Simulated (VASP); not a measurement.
# Cd (Fm-3m) in VASP: further runs

Cd is run at these levels: r2SCAN, PBE; tasks: single point.

All numbers are computed with VASP 6.6.1; they aren't measurements. Logs are shortened: lines on timing, memory, paths and dates and some standing lists are left out, and cuts for length are marked.

## (1) The cell of the first run

The structure is cubic, space group Fm-3m (No. 225). The conventional cell has a = 4.564 Å, b = 4.564 Å, c = 4.564 Å, α = 90.00°, β = 90.00°, γ = 90.00°. Cd (site symmetry m-3m) has 12 Cd at 3.23 Å within 4.2 Å.

This isn't the form of Cd at room conditions, which is hcp.

## (2) Single point, r2SCAN

Input file POSCAR:

```
Cd
1.0
    0.0000000000      2.2819337634      2.2819337634
    2.2819337634      0.0000000000      2.2819337634
    2.2819337634      2.2819337634      0.0000000000
Cd
1
Direct
    0.0000000000      0.0000000000      0.0000000000
```

Input file INCAR.step1:

```
SYSTEM = Cd
ALGO     = Normal         ! electronic algorithm
EDIFF    = 1E-4           ! SCF threshold, eV
ENCUT    = 520            ! plane-wave cutoff, eV
GGA      = PE             ! functional
ISMEAR   = -1             ! smearing method
LASPH    = .True.         ! aspherical terms in the spheres
LCHARG   = .False.        ! write CHGCAR
LREAL    = .False.        ! projectors in reciprocal space
LWAVE    = .True.         ! write WAVECAR
NBANDS   = 12             ! bands
NELM     = 60             ! most SCF steps
PREC     = Accurate       ! precision mode
SIGMA    = 0.1            ! smearing width, eV
```

Input file INCAR.step2:

```
SYSTEM = Cd
ALGO     = Normal         ! electronic algorithm
EDIFF    = 1E-7           ! SCF threshold, eV
ENCUT    = 520            ! plane-wave cutoff, eV
ISIF     = 2              ! what is computed and relaxed
ISMEAR   = -1             ! smearing method
ISTART   = 1            
LASPH    = .True.         ! aspherical terms in the spheres
LCHARG   = .True.         ! write CHGCAR
LELF     = .True.         ! ELF
LMIXTAU  = .True.       
LREAL    = .False.        ! projectors in reciprocal space
LVHAR    = .True.       
LWAVE    = .False.        ! write WAVECAR
METAGGA  = R2SCAN         ! meta-GGA
NBANDS   = 12             ! bands
NELM     = 60             ! most SCF steps
PREC     = Accurate       ! precision mode
SIGMA    = 0.1            ! smearing width, eV
```

Input file KPOINTS:

```
k-points
0
Gamma
  13 13 13
  0 0 0
```

Potentials or basis: VASP PAW PBE potentials, release 64 (Cd).

Started as:

```bash
cat potpaw_PBE.64/Cd/POTCAR > POTCAR
cp INCAR.step1 INCAR
mpirun -np 1 vasp_std > vasp.out
cp INCAR.step2 INCAR
mpirun -np 1 vasp_std > vasp.out
```

OUTCAR:

```text
SYSTEM = Cd
   EDIFF = 1E-7
   ENCUT = 520
   ISIF = 2
   ISMEAR = -1
   ISTART = 1
   LASPH = .True.
   LREAL = .False.
   METAGGA = R2SCAN
   NELM = 60
   PREC = Accurate

 ion  position               nearest neighbor table
   1  0.000  0.000  0.000-

  LATTYP: Found a face centered cubic cell.
 ALAT       =     4.5638675268

  Lattice vectors:

 A1 = (   0.0000000000,   2.2819337634,   2.2819337634)
 A2 = (   2.2819337634,   0.0000000000,   2.2819337634)
 A3 = (   2.2819337634,   2.2819337634,   0.0000000000)

Analysis of symmetry for initial positions (statically):
=====================================================================
 Subroutine PRICEL returns:
 Original cell was already a primitive cell.

 Routine SETGRP: Setting up the symmetry group for a
 face centered cubic supercell.

 Subroutine GETGRP returns: Found 48 space group operations
 (whereof 48 operations were pure point group operations)
 out of a pool of 48 trial point group operations.

The static configuration has the point symmetry O_h .

Analysis of symmetry for dynamics (positions and initial velocities):
=====================================================================
 Subroutine PRICEL returns:
 Original cell was already a primitive cell.

 Routine SETGRP: Setting up the symmetry group for a
 face centered cubic supercell.

 Subroutine GETGRP returns: Found 48 space group operations
 (whereof 48 operations were pure point group operations)
 out of a pool of 48 trial point group operations.

The dynamic configuration has the point symmetry O_h .

 Subroutine INISYM returns: Found 48 space group operations
 (whereof 48 operations are pure point group operations),
 and found     1 'primitive' translations

----------------------------------------------------------------------------------------

                                     Primitive cell

  volume of cell :      23.7651

  direct lattice vectors                    reciprocal lattice vectors
     0.000000000  2.281933763  2.281933763    -0.219112407  0.219112407  0.219112407
     2.281933763  0.000000000  2.281933763     0.219112407 -0.219112407  0.219112407
     2.281933763  2.281933763  0.000000000     0.219112407  0.219112407 -0.219112407

  length of vectors
     3.227141677  3.227141677  3.227141677     0.379513822  0.379513822  0.379513822

  position of ions in fractional coordinates (direct lattice)
     0.000000000  0.000000000  0.000000000

  ion indices of the primitive-cell ions
   primitive index   ion index
                 1           1

----------------------------------------------------------------------------------------

 KPOINTS: k-points

Automatic generation of k-mesh.
 Grid dimensions read from file:
 generate k-points for:   13   13   13

 Generating k-lattice:

  Cartesian coordinates                     Fractional coordinates (reciprocal lattice)
    -0.016854801  0.016854801  0.016854801     0.076923077  0.000000000  0.000000000
     0.016854801 -0.016854801  0.016854801     0.000000000  0.076923077  0.000000000
     0.016854801  0.016854801 -0.016854801     0.000000000  0.000000000  0.076923077

  Length of vectors
     0.029193371  0.029193371  0.029193371

  Shift w.r.t. Gamma in fractional coordinates (k-lattice)
     0.000000000  0.000000000  0.000000000

 Subroutine IBZKPT returns following result:
 ===========================================

 Found     84 irreducible k-points:

 Following reciprocal coordinates:
            Coordinates               Weight
  0.000000  0.000000  0.000000      1.000000
  0.076923  0.000000  0.000000      8.000000
  0.153846  0.000000  0.000000      8.000000
  0.230769  0.000000  0.000000      8.000000
  0.307692  0.000000  0.000000      8.000000
  0.384615  0.000000  0.000000      8.000000
[... 16 lines left out ...]
  0.384615  0.153846  0.000000     24.000000
  0.461538  0.153846  0.000000     24.000000
 [... further k-points ...]
   k-points           NKPTS =     84   k-points in BZ     NKDIM =     84   number of bands    NBANDS=     12
   number of dos      NEDOS =    301   number of ions     NIONS =      1
   total plane-waves  NPLWV =  13824
   dimension x,y,z NGX =    24 NGY =   24 NGZ =   24
   dimension x,y,z NGXF=    48 NGYF=   48 NGZF=   48
   ions per type =               1
   NGX,Y,Z   is equivalent  to a cutoff of  12.36, 12.36, 12.36 a.u.
   NGXF,Y,Z  is equivalent  to a cutoff of  24.73, 24.73, 24.73 a.u.
 SYSTEM =  Cd
   PREC   = accura    normal or accurate (medium, high low for compatibility)
   ISTART =      1    job   : 0-new  1-cont  2-samecut
   ICHARG =      0    charge: 1-file 2-atom 10-const
   ISPIN  =      1    spin polarized calculation?
   LNONCOLLINEAR =      F non collinear calculations
   LSORBIT =      F    spin-orbit coupling
   LASPH  =      T    aspherical Exc in radial PAW
   ENCUT  =  520.0 eV  38.22 Ry    6.18 a.u.   6.00  6.00  6.00*2*pi/ulx,y,z
   NELM   =     60;   NELMIN=  2; NELMDL=  0     # of ELM steps
   EDIFF  = 0.1E-06   stopping-criterion for ELM
   LREAL  =      F    real-space projection
   EDIFFG = 0.1E-05   stopping-criterion for IOM
   NSW    =      0    number of steps for IOM
   IBRION =     -1    ionic relax: 0-MD 1-quasi-New 2-CG
   NFREE  =      0    steps in history (QN), initial steepest desc. (CG)
   ISIF   =      2    stress and relaxation
   ISYM   =      2    0-nonsym 1-usesym 2-fastsym
   POTIM  = 0.5000    time-step for ionic-motion
   TEBEG  =    0.0;   TEEND  =   0.0 temperature during run
   PSTRESS=    0.0 pullay stress
   NELECT =      12.0000    total number of electrons
   NUPDOWN=      -1.0000    fix difference up-down
   EMIN   =  10.00;   EMAX   =-10.00  energy-range for DOS
   EFERMI =   0.00;   METHOD = LEGACY
   ISMEAR =    -1;   SIGMA  =   0.10  broadening in eV -4-tet -1-fermi 0-gaus
   EFERMI_NEDOS =   21; number of points for ismear=-14 and -15
   IALGO  =     38    algorithm
   IMIX   =      4    mixing-type and parameters
     AMIX     =   0.40;   BMIX     =  1.00
     AMIX_MAG =   1.60;   BMIX_MAG =  1.00
  volume/ion in A,a.u.               =      23.77       160.37
  Fermi-wavevector in a.u.,A,eV,Ry     =   1.303634  2.463510 23.122565  1.699461
  Thomas-Fermi vector in A             =   2.434623
   LORBIT       =      0    0 simple, 1 ext, 2 COOP (PROOUT), +10 PAW based schemes
   METAGGA = R2SCAN    functional components
   LHFCALC =     F    Hartree Fock is set to
   AEXX    =    0.0000 exact exchange contribution
   IVDW    =     0    specifies the selected vdW correction
   LEPSILON=     F    determine dielectric tensor
   LRPA    =     F    only Hartree local field effects (RPA)
 non-spin polarized calculation
  energy-cutoff  :      520.00
  volume of cell :       23.77
 maximum number of plane-waves:       654
   NGX = 13   NGY = 13   NGZ = 13

 number of electron      12.0000001 magnetization

 Free energy of the ion-electron system (eV)
  ---------------------------------------------------
  ext. energy  EPLUGINS =         0.00000000
  ---------------------------------------------------
  free energy    TOTEN  =       -20.05871135 eV

  energy without entropy =      -20.04680435  energy(sigma->0) =      -20.05275785

 E-fermi :   2.2223     XC(G=0): -11.2632

 val. band max:        2.2135898553   @ k =  -0.3077   0.3846   0.0769
 cond. band min:       2.2628520231   @ k =  -0.3846   0.4615   0.0769
 fundamental gap:      0.0492621678
 Fermi energy:         2.2223141468

 k-point     1 :       0.0000    0.0000    0.0000
  band No.  band energies     occupation
      1      -7.1594      2.00000
      2      -7.1594      2.00000
      3      -7.1594      2.00000
      4      -6.7773      2.00000
      5      -6.7773      2.00000
      6      -6.2923      2.00000
      7      16.3160      0.00000
      8      17.0319      0.00000
      9      17.0319      0.00000
     10      17.0319      0.00000
     11      20.2165      0.00000
     12      20.2165      0.00000

 k-point     2 :       0.0769    0.0000    0.0000
  band No.  band energies     occupation
      1      -7.1726      2.00000
      2      -7.1383      2.00000
      3      -7.1383      2.00000
      4      -6.7819      2.00000
      5      -6.7819      2.00000
      6      -6.1415      2.00000
      7      14.9104      0.00000
      8      16.4955      0.00000
      9      16.7595      0.00000
     10      16.7595      0.00000
     11      20.6840      0.00000
     12      20.6840      0.00000

 k-point     3 :       0.1538    0.0000    0.0000
  band No.  band energies     occupation
      1      -7.2261      2.00000
      2      -7.0930      2.00000
      3      -7.0930      2.00000
      4      -6.7800      2.00000
      5      -6.7800      2.00000
      6      -5.6694      2.00000
      7      11.9880      0.00000
      8      16.2107      0.00000
      9      16.2107      0.00000
     10      16.4595      0.00000
     11      20.8396      0.00000
     12      21.6126      0.00000
[... 286 lines left out ...]
 k-point    23 :       0.3846    0.1538    0.0000
  band No.  band energies     occupation
      1      -7.4181      2.00000
      2      -7.1305      2.00000
      3      -6.9625      2.00000
      4      -6.8297      2.00000
      5      -6.4977      2.00000
      6      -2.7094      2.00000
      7       5.9309      0.00000
      8      12.3179      0.00000
      9      12.6343      0.00000
     10      14.3690      0.00000
     11      20.2252      0.00000
     12      22.0711      0.00000

 k-point    24 :       0.4615    0.1538    0.0000
  band No.  band energies     occupation
      1      -7.4463      2.00000
      2      -7.1734      2.00000
      3      -6.9972      2.00000
      4      -6.7414      2.00000
      5      -6.4482      2.00000
      6      -1.1686      2.00000
      7       3.5056      0.00001
      8      11.5544      0.00000
      9      12.4150      0.00000
     10      14.3843      0.00000
     11      21.4083      0.00000
     12      21.4595      0.00000

 [... further k-points ...]
[... 5 lines left out ...]
  --------------------------------------------------------------------------------------
  -------------------------------------------------------------------------------------
  Total       -0.5141284     -0.5141284     -0.5141284      0.0000000     -0.0000000      0.0000000
  in kB      -34.6611590    -34.6611590    -34.6611590      0.0000000     -0.0000000      0.0000000
  external PRESSURE =     -34.6611590 kB  Pullay stress =       0.0000000 kB

 VOLUME and BASIS-vectors are now :
 -----------------------------------------------------------------------------
  energy-cutoff  :      520.00
  volume of cell :       23.77
      direct lattice vectors                 reciprocal lattice vectors
     0.000000000  2.281933763  2.281933763    -0.219112407  0.219112407  0.219112407
     2.281933763  0.000000000  2.281933763     0.219112407 -0.219112407  0.219112407
     2.281933763  2.281933763  0.000000000     0.219112407  0.219112407 -0.219112407

 POSITION                                       TOTAL-FORCE (eV/Angst)
 -----------------------------------------------------------------------------------
      0.00000      0.00000      0.00000         0.000000     -0.000000     -0.000000
 -----------------------------------------------------------------------------------
    total drift:                                0.000000      0.000000     -0.000000

  FREE ENERGIE OF THE ION-ELECTRON SYSTEM (eV)
  ---------------------------------------------------
  free  energy   TOTEN  =       -20.0587113468 eV

  energy  without entropy=      -20.0468043460  energy(sigma->0) =      -20.05275785
```

Run time: 38 s. Hardware: 1 thread of Intel Xeon Platinum 8488C (Sapphire Rapids), shared host; peak memory 0.16 GiB.

What came out:

```yaml
Free_energy: -20.0587 eV
Pressure: -3.5 GPa
Band_gap_on_the_k_mesh: zero (bands 6 and 7 overlap by 2.30 eV)
```

Levels at points of the mesh, in eV from the Fermi level:
| k point | band 3 | band 4 | band 5 | band 6 | band 7 | band 8 | band 9 | band 10 |
| --- | --- | --- | --- | --- | --- | --- | --- | --- |
| (0.00, 0.00, 0.00) | -9.38 | -9.00 | -9.00 | -8.51 | 14.09 | 14.81 | 14.81 | 14.81 |

Caveat: the cell stands under tension; the PAW data sets were made with another functional, which shifts forces and pressure a little.

## (3) Single point, PBE

This run uses another cell than the first one, of 21.48 Å³/atom.

Input file INCAR:

```
SYSTEM = Cd
ALGO = Normal ; EDIFF = 1E-7
ENCUT = 520 ; GGA = PE
ISIF = 2 ; ISMEAR = -1
LASPH = .TRUE. ; LCHARG = .FALSE.
LREAL = .FALSE. ; LWAVE = .FALSE.
NBANDS = 12 ; NELM = 100
PREC = Accurate ; SIGMA = 0.06122561905347299
```

Input file KPOINTS:

```
k-points
0
G
  21 21 21
  0 0 0
```

Input file POSCAR:

```
Cd
1.0
    0.0000000000      2.2063168019      2.2063168019
    2.2063168019      0.0000000000      2.2063168019
    2.2063168019      2.2063168019      0.0000000000
Cd
1
Direct
    0.0000000000      0.0000000000      0.0000000000
```

Potentials or basis: VASP PAW PBE potentials, release 64 (Cd).

Started as:

```bash
cat potpaw_PBE.64/Cd/POTCAR > POTCAR
mpirun -np 1 vasp_std > vasp.out
```

Wall time 25 s (1 thread of Intel Xeon Platinum 8488C (Sapphire Rapids), shared host); peak memory 0.19 GiB.

It converged, with:

```
Free energy            : -0.7277 eV
Pressure               : 3.4 GPa
Band gap on the k mesh : zero (bands 6 and 7 overlap by 2.64 eV)
```

Levels at points of the mesh, in eV from the Fermi level:
```csv
k point,band 3,band 4,band 5,band 6,band 7,band 8,band 9,band 10
"(0.00, 0.00, 0.00)",-9.16,-8.88,-8.69,-8.69,13.98,15.14,15.14,15.14
```

Caveat: the cell stands under pressure.

## (4) Single point, PBE

This run uses another cell than the first one, of 21.48 Å³/atom.

Input file INCAR:

```
PREC     = Accurate       # precision mode
ENCUT    = 520            # plane-wave cutoff, eV
EDIFF    = 1E-6           # SCF threshold, eV
ISMEAR   = -1             # smearing method
SIGMA    = 0.06122561905347299 # smearing width, eV
LREAL    = F              # projectors in reciprocal space
LASPH    = T              # aspherical terms in the spheres
NELM     = 80             # most SCF steps
ALGO     = Normal         # electronic algorithm
ISIF     = 2              # what is computed and relaxed
LWAVE    = F              # write WAVECAR
LCHARG   = F              # write CHGCAR
GGA      = PE             # functional
NBANDS   = 12             # bands
```

Input file KPOINTS:

```
regular mesh
0
Gamma
  21 21 21
```

POSCAR is that of step 3.

Started as:

```bash
cat potpaw_PBE.64/Cd/POTCAR > POTCAR
mpirun -np 1 vasp_std > vasp.out
```

It took 25 s on 1 thread of Intel Xeon Platinum 8488C (Sapphire Rapids), shared host; peak memory 0.19 GiB.

Results (log left out):

| Property | Result |
| --- | --- |
| Free energy | -0.7277 eV |
| Pressure | 3.4 GPa |
| Band gap on the k mesh | zero (bands 6 and 7 overlap by 2.64 eV) |

Levels at points of the mesh, in eV from the Fermi level:
| k point | band 2 | band 3 | band 4 | band 5 | band 6 | band 7 | band 8 | band 9 | band 10 | band 11 |
| --- | --- | --- | --- | --- | --- | --- | --- | --- | --- | --- |
| (0.00, 0.00, 0.00) | -9.16 | -9.16 | -8.88 | -8.69 | -8.69 | 13.98 | 15.14 | 15.14 | 15.14 | 18.53 |

Caveat: the cell stands under pressure.

The gap in the log of VASP goes by the Fermi energy; the results here count the filled bands.